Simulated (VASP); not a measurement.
A run of VASP 6.6.1 is set up as follows.

The input INCAR:

```
PREC     = Accurate       # precision mode
ENCUT    = 520            # plane-wave cutoff, eV
EDIFF    = 1E-6           # SCF threshold, eV
ISMEAR   = 0              # smearing method
SIGMA    = 0.01           # smearing width, eV
LREAL    = F              # projectors in reciprocal space
LASPH    = T              # aspherical terms in the spheres
NELM     = 100            # most SCF steps
ALGO     = Normal         # electronic algorithm
ISIF     = 2              # what is computed and relaxed
LWAVE    = F              # write WAVECAR
LCHARG   = F              # write CHGCAR
GGA      = CA             # functional
NBANDS   = 16             # bands
```

Contents of KPOINTS:

```
Automatic mesh
0
Gamma
  10 10 10
```

POSCAR

```
ZnS
1.0
    0.0000000000      2.4650651738      2.4650651738
    2.4650651738      0.0000000000      2.4650651738
    2.4650651738      2.4650651738      0.0000000000
Zn S
1 1
Direct
    0.0000000000      0.0000000000      0.0000000000
    0.7500000000      0.7500000000      0.7500000000
```

Potentials or basis: VASP PAW LDA potentials, release 64 (Zn, S).

Command:

```console
$ cat potpaw_LDA.64/Zn/POTCAR potpaw_LDA.64/S/POTCAR > POTCAR
$ mpirun -np 1 vasp_std > vasp.out
```

Estimate the pressure.

30.6 GPa.

Estimate the band gap on the k mesh.

2.47 eV, indirect (least direct gap 3.20 eV).

A k mesh can miss the band edges.
